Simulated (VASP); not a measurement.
CO2, 6 atoms in the cell. Symmetry: I-42d, No. 122, tetragonal system. The conventional cell has a = 3.933 Å, b = 3.933 Å, c = 5.974 Å, α = 90.00°, β = 90.00°, γ = 90.00°. Within 1.9 Å of O (site symmetry 2) lie 2 C at 1.40 Å. C (site symmetry -4) has 4 O at 1.40 Å within 1.9 Å. 

| Quantity | Value |
| --- | --- |
| Program | VASP 6.6.1 |
| Task | single point |
| Functional | PBE |
| Dispersion | D4 |
| Potentials or basis | VASP PAW PBE potentials, release 64 (O, C) |
| Cutoff | 520 eV |
| k mesh | 9 × 9 × 9 |
| Occupations | fermi-dirac, width 0.05 eV |
| Spin | no spin polarisation |
| Dipole correction | no |
| Further INCAR settings | ALGO = Normal; EDIFF = 1e-06; NBANDS = 25 |

Potentials or basis: VASP PAW PBE potentials, release 64 (O, C).

Run with:

```console
$ cat potpaw_PBE.64/O/POTCAR potpaw_PBE.64/C/POTCAR > POTCAR
$ mpirun -np 1 vasp_std > vasp.out
```

Hardware: 1 thread of Oxide Virtual Turin-like Processor, on a shared host.

**Question.** How long does it take, and how much memory?

**Answer.** Run time: 110 s on 1 thread of Oxide Virtual Turin-like Processor, on a shared host, peak memory 0.17 GiB. Counts: scf iterations 13, k points 75.
